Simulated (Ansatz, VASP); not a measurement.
# W in VASP and in Ansatz

```
CELL_PARAMETERS angstrom
-1.79300 1.79300 1.26765
1.79300 -1.79300 1.26765
1.79300 1.79300 -1.26765
ATOMIC_POSITIONS crystal
W 0.00000 0.00000 0.00000
```

Alike in both runs: task single point; functional LDA; k mesh 24 × 24 × 24; occupations gaussian, width 0.15 eV; no spin polarisation.

|  | VASP | Ansatz |
| --- | --- | --- |
| version | VASP 6.6.1 | Ansatz 0.2.0 |
| potentials or method | VASP PAW LDA potentials, release 64 (W_sv), cutoff 520 eV | scalar-relativistic, plane waves, PAW |
| valence electrons in the cell | 14 | 14 |

Ansatz gave:

- gap on the k mesh at the Fermi level (eV): none
- pressure (GPa): 0.3
- traceless stress, the component that is largest in VASP (GPa): 28.61

Question: What did VASP give for the same quantities?

Answer: gap on the k mesh at the Fermi level (eV): none; pressure (GPa): 2.1; traceless stress, the component that is largest in VASP (GPa): 29.52.

LDA's correlation is that of Perdew and Zunger in VASP and of Perdew and Wang (1992) in Ansatz. A gap of «none» marks a metal or a gap that the smearing closes.

Neither program's run includes spin-orbit coupling.
